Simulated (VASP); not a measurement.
Ag, 4 atoms in the cell. Symmetry: P6_3/mmc, No. 194, hexagonal system. Conventional cell: a = 2.827 Å, b = 2.827 Å, c = 9.796 Å, α = 90.00°, β = 90.00°, γ = 120.00°. Ag (site symmetry -6m2) has 12 Ag at 2.83 to 2.94 Å within 3.7 Å. Ag (site symmetry -3m) has 12 Ag at 2.83 to 2.94 Å within 3.7 Å. This isn't the form of Ag at room conditions, which is fcc.

| Item | Value |
| --- | --- |
| Program | VASP 6.6.1 |
| Task | electric field gradients |
| Functional | PBE |
| Potentials or basis | VASP PAW PBE potentials, release 64 (Ag) |
| Cutoff | 520 eV |
| k mesh | 14 × 14 × 4 |
| Occupations | fermi-dirac, width 0.08 eV |
| Spin | no spin polarisation |
| Dipole correction | no |
| Further INCAR settings | ALGO = Normal; EDIFF = 1e-08; NBANDS = 30 |

Potentials or basis: VASP PAW PBE potentials, release 64 (Ag).

Run with:

```console
$ cat potpaw_PBE.64/Ag/POTCAR > POTCAR
$ mpirun -np 1 vasp_std > vasp.out
```

Hardware: 1 thread of Intel(R) Xeon(R) 6975P-C (Granite Rapids), on a shared host.

**Question.** Estimate the wall time of this run.

**Answer.** Run time: 56 s on 1 thread of Intel(R) Xeon(R) 6975P-C (Granite Rapids), on a shared host, peak memory 0.25 GiB. Counts: scf iterations 15, k points 72.
